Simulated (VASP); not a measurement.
Crystal: Ir.

```
Ir
1.0
     1.52000    1.52000    1.52000
    -1.52000    1.52000    1.52000
    -1.52000   -1.52000    1.52000
Ir
1
Direct
  0.00000 0.00000 0.00000
```

```yaml
Program: VASP 6.6.1
Task: relaxation of cell and atoms
Functional: PBE
Potentials_or_basis: VASP PAW PBE potentials, release 64 (Ir)
Cutoff: 600 eV
k_mesh: 19 × 19 × 19
Occupations: fermi-dirac, width 0.1 eV
Spin: no spin polarisation
```

At the start: pressure 26.4 GPa; volume 14.05 Å³/atom.

Question: How do energy, volume and symmetry change on relaxing?

Answer: Over 4 steps the energy falls by 79.7 meV/atom and the volume is 15.10 Å³/atom (+7.5 %); space group Im-3m (No. 229, to 0.05 Å).

The path:
```csv
step,energy change (eV),largest force (eV/Å),pressure (GPa),volume (Å³)
1,0.0000,0.0000,26.38,14.05
2,0.5932,0.0000,-39.48,19.29
3,-0.0788,0.0000,-2.45,15.21
4,-0.0797,0.0000,-0.29,15.10
```

Final structure:
```
Ir
1.0
     1.55721    1.55721    1.55721
    -1.55721    1.55721    1.55721
    -1.55721   -1.55721    1.55721
Ir
1
Direct
  0.00000 0.00000 0.00000
```
